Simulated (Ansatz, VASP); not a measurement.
One calculation of ZnSe, two programs

```
Zn Se
1.0
     3.89306    0.00000    0.00000
    -1.94653    3.37149    0.00000
     0.00000    0.00000    6.30413
Zn Se
2 2
Cartesian
  0.0000 0.0000 0.0000
  0.0000 0.0000 3.1521
  0.0000 2.2477 1.5760
  1.9465 1.1238 4.7281
```

Alike in both runs: task single point; functional PBE; k mesh 6 × 6 × 4; occupations fermi-dirac, width 0.02 eV; no spin polarisation.

|  | VASP | Ansatz |
| --- | --- | --- |
| version | VASP 6.6.1 | Ansatz 0.2.0 |
| potentials or method | VASP PAW PBE potentials, release 64 (Zn, Se) | plane waves, PAW |
| plane-wave cutoff (eV) | 520 | 420 |
| valence electrons in the cell | 36 | 56 |

|  | VASP | Ansatz | Ansatz less VASP |
| --- | --- | --- | --- |
| pressure (GPa) | -3.4 | -3.5 | -0.14 |
| traceless stress, the component that is largest in VASP (GPa) | -0.15 | -0.14 | +0.002 |

With one functional, cell and mesh, what is left measures potentials, basis and numerics. VASP's potentials hold 36 valence electrons a cell and Ansatz's 56, so a difference there can come from the potentials and not from the codes.
